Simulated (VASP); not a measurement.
Here is a VASP 6.6.1 calculation.

Contents of INCAR:

```
SYSTEM = ZnCd3Se2
PREC = Accurate ; ENCUT = 520
EDIFF = 1E-7 ; ISMEAR = 0
SIGMA = 0.1 ; LREAL = .False.
LASPH = .True. ; NELM = 100
ALGO = Normal ; ISIF = 2
LWAVE = .False. ; LCHARG = .False.
GGA = PE ; NBANDS = 39
```

KPOINTS

```
regular mesh
0
Gamma
  6 6 8
  0 0 0
```

The input POSCAR:

```
ZnCd3Se2
1.0
    7.1413838406     -0.0000000034      0.0000000000
   -3.5706919174      6.1846198259      0.0000000000
    0.0000000000      0.0000000000      3.9555468385
Zn Cd Se
1 3 2
Direct
    0.0000000000      0.0000000000      0.0000000000
    0.5000000000      0.0000000000      0.5000000000
    0.5000000000      0.5000000000      0.5000000000
    0.0000000000      0.5000000000      0.5000000000
    0.3333333333      0.6666666667      0.0000000000
    0.6666666667      0.3333333333      0.0000000000
```

Potentials or basis: VASP PAW PBE potentials, release 64 (Zn, Cd, Se).

Launch:

```bash
$ cat potpaw_PBE.64/Zn/POTCAR potpaw_PBE.64/Cd/POTCAR potpaw_PBE.64/Se/POTCAR > POTCAR
$ mpirun -np 1 vasp_std > vasp.out
```

Estimate the band gap on the k mesh.

zero (bands 30 and 31 overlap by 1.87 eV).

Estimate the pressure.

0.1 GPa.

Stress tensor (GPa, compression positive):
```
0.11 0.00 0.00
0.00 0.11 0.00
0.00 0.00 0.22
```
